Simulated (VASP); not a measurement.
# Zn (I4/mmm) in VASP: further runs

The runs below take Zn through single point, with PBEsol.

Program: VASP 6.6.1. These are calculated values, not measurements. Logs are shortened: lines on timing, memory, paths and dates and some standing lists are left out, and cuts for length are marked.

## Step 1: The cell of the first run

It takes space group I4/mmm (No. 139, tetragonal). Conventional cell: a = 2.817 Å, b = 2.817 Å, c = 3.824 Å, α = 90.00°, β = 90.00°, γ = 90.00°. Within 3.6 Å of Zn (site symmetry 4/mmm) lie 12 Zn at 2.76 to 2.82 Å.

## Step 2: Single point, PBEsol

Contents of INCAR:

```
SYSTEM = Zn
  ALGO = Fast
  EDIFF = 1E-6
  ENCUT = 520
  GGA = PS
  ISIF = 2
  ISMEAR = 0
  LASPH = .True.
  LCHARG = .False.
  LREAL = .False.
  LWAVE = .False.
  NBANDS = 12
  NELM = 80
  PREC = Accurate
  SIGMA = 0.15
```

Contents of KPOINTS:

```
k-points
0
Gamma
  22 22 22
  0 0 0
```

Contents of POSCAR:

```
Zn
1.0
    0.0000000000      1.9916940847      1.9120263213
    1.9916940847      0.0000000000      1.9120263213
    1.9916940847      1.9916940847      0.0000000000
Zn
1
Direct
    0.0000000000      0.0000000000      0.0000000000
```

Potentials or basis: VASP PAW PBE potentials, release 64 (Zn).

Run with:

```
$ cat potpaw_PBE.64/Zn/POTCAR > POTCAR
$ mpirun -np 1 vasp_std > vasp.out
```

OUTCAR:

```text
SYSTEM = Zn
   EDIFF = 1E-6
   ENCUT = 520
   GGA = PS
   ISIF = 2
   ISMEAR = 0
   LASPH = .True.
   LREAL = .False.
   NELM = 80
   PREC = Accurate

 ion  position               nearest neighbor table
   1  0.000  0.000  0.000-

  LATTYP: Found a body centered tetragonal cell.
 ALAT       =     2.8166807867
 C/A-ratio  =     1.3576450199

  Lattice vectors:

 A1 = (   0.0000000000,  -1.9916940847,  -1.9120263213)
 A2 = (   0.0000000000,   1.9916940847,  -1.9120263213)
 A3 = (   1.9916940847,   0.0000000000,   1.9120263213)

Analysis of symmetry for initial positions (statically):
=====================================================================
 Subroutine PRICEL returns:
 Original cell was already a primitive cell.

 Routine SETGRP: Setting up the symmetry group for a
 body centered tetragonal supercell.

 Subroutine GETGRP returns: Found 16 space group operations
 (whereof 16 operations were pure point group operations)
 out of a pool of 16 trial point group operations.

The static configuration has the point symmetry D_4h.

Analysis of symmetry for dynamics (positions and initial velocities):
=====================================================================
 Subroutine PRICEL returns:
 Original cell was already a primitive cell.

 Routine SETGRP: Setting up the symmetry group for a
 body centered tetragonal supercell.

 Subroutine GETGRP returns: Found 16 space group operations
 (whereof 16 operations were pure point group operations)
 out of a pool of 16 trial point group operations.

The dynamic configuration has the point symmetry D_4h.

 Subroutine INISYM returns: Found 16 space group operations
 (whereof 16 operations are pure point group operations),
 and found     1 'primitive' translations

----------------------------------------------------------------------------------------

                                     Primitive cell

  volume of cell :      15.1694

  direct lattice vectors                    reciprocal lattice vectors
     0.000000000  1.991694085  1.912026321    -0.251042569  0.251042569  0.261502676
     1.991694085  0.000000000  1.912026321     0.251042569 -0.251042569  0.261502676
     1.991694085  1.991694085  0.000000000     0.251042569  0.251042569 -0.261502676

  length of vectors
     2.760921944  2.760921944  2.816680787     0.440940351  0.440940351  0.440940351

  position of ions in fractional coordinates (direct lattice)
     0.000000000  0.000000000  0.000000000

  ion indices of the primitive-cell ions
   primitive index   ion index
                 1           1

----------------------------------------------------------------------------------------

 KPOINTS: k-points

Automatic generation of k-mesh.
 Grid dimensions read from file:
 generate k-points for:   22   22   22

 Generating k-lattice:

  Cartesian coordinates                     Fractional coordinates (reciprocal lattice)
    -0.011411026  0.011411026  0.011886485     0.045454545 -0.000000000  0.000000000
     0.011411026 -0.011411026  0.011886485    -0.000000000  0.045454545  0.000000000
     0.011411026  0.011411026 -0.011886485     0.000000000  0.000000000  0.045454545

  Length of vectors
     0.020042743  0.020042743  0.020042743

  Shift w.r.t. Gamma in fractional coordinates (k-lattice)
     0.000000000  0.000000000  0.000000000

 Subroutine IBZKPT returns following result:
 ===========================================

 Found    834 irreducible k-points:

 Following reciprocal coordinates:
            Coordinates               Weight
  0.000000  0.000000  0.000000      1.000000
  0.045455  0.000000  0.000000      8.000000
  0.090909  0.000000  0.000000      8.000000
  0.136364  0.000000  0.000000      8.000000
  0.181818  0.000000  0.000000      8.000000
  0.227273  0.000000  0.000000      8.000000
[... 16 lines left out ...]
  0.500000  0.045455  0.000000      8.000000
 -0.454545  0.045455  0.000000      8.000000
 [... further k-points ...]
   k-points           NKPTS =    834   k-points in BZ     NKDIM =    834   number of bands    NBANDS=     12
   number of dos      NEDOS =    301   number of ions     NIONS =      1
   total plane-waves  NPLWV =  13824
   dimension x,y,z NGX =    24 NGY =   24 NGZ =   24
   dimension x,y,z NGXF=    48 NGYF=   48 NGZF=   48
   ions per type =               1
   NGX,Y,Z   is equivalent  to a cutoff of  14.45, 14.45, 14.17 a.u.
   NGXF,Y,Z  is equivalent  to a cutoff of  28.90, 28.90, 28.33 a.u.
 SYSTEM =  Zn
   PREC   = accura    normal or accurate (medium, high low for compatibility)
   ISTART =      0    job   : 0-new  1-cont  2-samecut
   ICHARG =      2    charge: 1-file 2-atom 10-const
   ISPIN  =      1    spin polarized calculation?
   LNONCOLLINEAR =      F non collinear calculations
   LSORBIT =      F    spin-orbit coupling
   LASPH  =      T    aspherical Exc in radial PAW
   ENCUT  =  520.0 eV  38.22 Ry    6.18 a.u.   5.13  5.13  5.24*2*pi/ulx,y,z
   NELM   =     80;   NELMIN=  2; NELMDL= -5     # of ELM steps
   EDIFF  = 0.1E-05   stopping-criterion for ELM
   LREAL  =      F    real-space projection
   EDIFFG = 0.1E-04   stopping-criterion for IOM
   NSW    =      0    number of steps for IOM
   IBRION =     -1    ionic relax: 0-MD 1-quasi-New 2-CG
   NFREE  =      0    steps in history (QN), initial steepest desc. (CG)
   ISIF   =      2    stress and relaxation
   ISYM   =      2    0-nonsym 1-usesym 2-fastsym
   POTIM  = 0.5000    time-step for ionic-motion
   TEBEG  =    0.0;   TEEND  =   0.0 temperature during run
   PSTRESS=    0.0 pullay stress
   NELECT =      12.0000    total number of electrons
   NUPDOWN=      -1.0000    fix difference up-down
   EMIN   =  10.00;   EMAX   =-10.00  energy-range for DOS
   EFERMI =   0.00;   METHOD = LEGACY
   ISMEAR =     0;   SIGMA  =   0.15  broadening in eV -4-tet -1-fermi 0-gaus
   EFERMI_NEDOS =   21; number of points for ismear=-14 and -15
   IALGO  =     68    algorithm
   IMIX   =      4    mixing-type and parameters
     AMIX     =   0.40;   BMIX     =  1.00
     AMIX_MAG =   1.60;   BMIX_MAG =  1.00
  volume/ion in A,a.u.               =      15.17       102.37
  Fermi-wavevector in a.u.,A,eV,Ry     =   1.514069  2.861175 31.190044  2.292404
  Thomas-Fermi vector in A             =   2.623775
   LORBIT       =      0    0 simple, 1 ext, 2 COOP (PROOUT), +10 PAW based schemes
   GGA     = PS    functional components
   LHFCALC =     F    Hartree Fock is set to
   AEXX    =    0.0000 exact exchange contribution
   IVDW    =     0    specifies the selected vdW correction
   LEPSILON=     F    determine dielectric tensor
   LRPA    =     F    only Hartree local field effects (RPA)
 non-spin polarized calculation
 RMM-DIIS sequential band-by-band and
 Gauss-broadening in eV      SIGMA  =   0.15
  energy-cutoff  :      520.00
  volume of cell :       15.17
 maximum number of plane-waves:       428
 NGX is ok and might be reduce to    24
   NGX = 11   NGY = 11   NGZ = 11

 number of electron      12.0000007 magnetization

 Free energy of the ion-electron system (eV)
  ---------------------------------------------------
  ext. energy  EPLUGINS =         0.00000000
  ---------------------------------------------------
  free energy    TOTEN  =        -1.54313202 eV

  energy without entropy =       -1.53939978  energy(sigma->0) =       -1.54126590

 E-fermi :   2.8882     XC(G=0): -11.7247

 val. band max:        2.8856452888   @ k =   0.4545   0.0455   0.0000
 cond. band min:       2.8932722643   @ k =  -0.3636   0.1364   0.4545
 fundamental gap:      0.0076269755
 Fermi energy:         2.8881697178

 k-point     1 :       0.0000    0.0000    0.0000
  band No.  band energies     occupation
      1      -7.4582      2.00000
      2      -4.7085      2.00000
      3      -4.7085      2.00000
      4      -4.6044      2.00000
      5      -4.3395      2.00000
      6      -4.2489      2.00000
      7      21.0845      0.00000
      8      21.2141      0.00000
      9      21.2141      0.00000
     10      21.8537      0.00000
     11      23.9389      0.00000
     12      23.9426      0.00000

 k-point     2 :       0.0455    0.0000    0.0000
  band No.  band energies     occupation
      1      -7.3956      2.00000
      2      -4.7091      2.00000
      3      -4.7011      2.00000
      4      -4.6021      2.00000
      5      -4.3409      2.00000
      6      -4.2518      2.00000
      7      19.9041      0.00000
      8      20.9370      0.00000
      9      20.9611      0.00000
     10      21.6728      0.00000
     11      24.2720      0.00000
     12      24.2943      0.00000

 k-point     3 :       0.0909    0.0000    0.0000
  band No.  band energies     occupation
      1      -7.2097      2.00000
      2      -4.7130      2.00000
      3      -4.6811      2.00000
      4      -4.5923      2.00000
      5      -4.3429      2.00000
      6      -4.2592      2.00000
      7      17.7293      0.00000
      8      20.4265      0.00000
      9      20.5113      0.00000
     10      21.5922      0.00000
     11      25.0010      0.00000
     12      25.1322      0.00000
[... 286 lines left out ...]
 k-point    23 :       0.5000    0.0455    0.0000
  band No.  band energies     occupation
      1      -5.3965      2.00000
      2      -4.7143      2.00000
      3      -4.6399      2.00000
      4      -4.0650      2.00000
      5      -3.9861      2.00000
      6      -0.0107      2.00000
      7       1.6808      2.00000
      8      17.1581      0.00000
      9      18.0534      0.00000
     10      19.6162      0.00000
     11      21.8773      0.00000
     12      23.1165      0.00000

 k-point    24 :      -0.4545    0.0455    0.0000
  band No.  band energies     occupation
      1      -5.3955      2.00000
      2      -4.7136      2.00000
      3      -4.6377      2.00000
      4      -4.0580      2.00000
      5      -4.0013      2.00000
      6      -0.3678      2.00000
      7       2.0883      2.00000
      8      17.4291      0.00000
      9      17.8676      0.00000
     10      19.5930      0.00000
     11      21.6735      0.00000
     12      23.0849      0.00000

 [... further k-points ...]

------------------------ aborting loop because EDIFF is reached ----------------------------------------

  FORCE on cell =-STRESS in cart. coord.  units (eV):
  Direction    XX          YY          ZZ          XY          YZ          ZX
  --------------------------------------------------------------------------------------
  -------------------------------------------------------------------------------------
  Total       -0.4843426     -0.4843426     -0.3619179      0.0000000     -0.0000000      0.0000000
  in kB      -51.1557089    -51.1557089    -38.2253571      0.0000000     -0.0000000      0.0000000
  external PRESSURE =     -46.8455916 kB  Pullay stress =       0.0000000 kB

 VOLUME and BASIS-vectors are now :
 -----------------------------------------------------------------------------
  energy-cutoff  :      520.00
  volume of cell :       15.17
      direct lattice vectors                 reciprocal lattice vectors
     0.000000000  1.991694085  1.912026321    -0.251042569  0.251042569  0.261502676
     1.991694085  0.000000000  1.912026321     0.251042569 -0.251042569  0.261502676
     1.991694085  1.991694085  0.000000000     0.251042569  0.251042569 -0.261502676

 POSITION                                       TOTAL-FORCE (eV/Angst)
 -----------------------------------------------------------------------------------
      0.00000      0.00000      0.00000        -0.000000      0.000000      0.000000
 -----------------------------------------------------------------------------------
    total drift:                               -0.000000     -0.000000     -0.000000

  FREE ENERGIE OF THE ION-ELECTRON SYSTEM (eV)
  ---------------------------------------------------
  free  energy   TOTEN  =        -1.5431320205 eV

  energy  without entropy=       -1.5393997765  energy(sigma->0) =       -1.54126590
```

Run time: 2.5 min. Hardware: 1 thread of AMD EPYC 7R13 (Zen 3), shared host; peak memory 0.22 GiB.

What came out:

| Property | Result |
| --- | --- |
| Free energy | -1.5431 eV |
| Pressure | -4.7 GPa |
| Band gap on the k mesh | zero (bands 6 and 7 overlap by 3.49 eV) |

Levels at points of the mesh, in eV from the Fermi level:
```csv
k point,band 3,band 4,band 5,band 6,band 7,band 8,band 9,band 10
"(0.00, 0.00, 0.00)",-7.60,-7.49,-7.23,-7.14,18.20,18.33,18.33,18.97
"(0.50, 0.00, 0.00)",-7.52,-6.92,-6.87,-2.89,-1.35,14.69,15.54,17.78
"(0.50, 0.50, 0.00)",-6.91,-6.82,-6.82,-0.52,2.42,7.89,7.89,11.66
"(0.50, 0.00, 0.50)",-6.91,-6.86,-6.80,-1.20,1.42,8.61,8.83,12.36
```

Caveat: the cell stands under tension; the PAW data sets were made with another functional, which shifts forces and pressure a little.

[end of part 1 of 2]
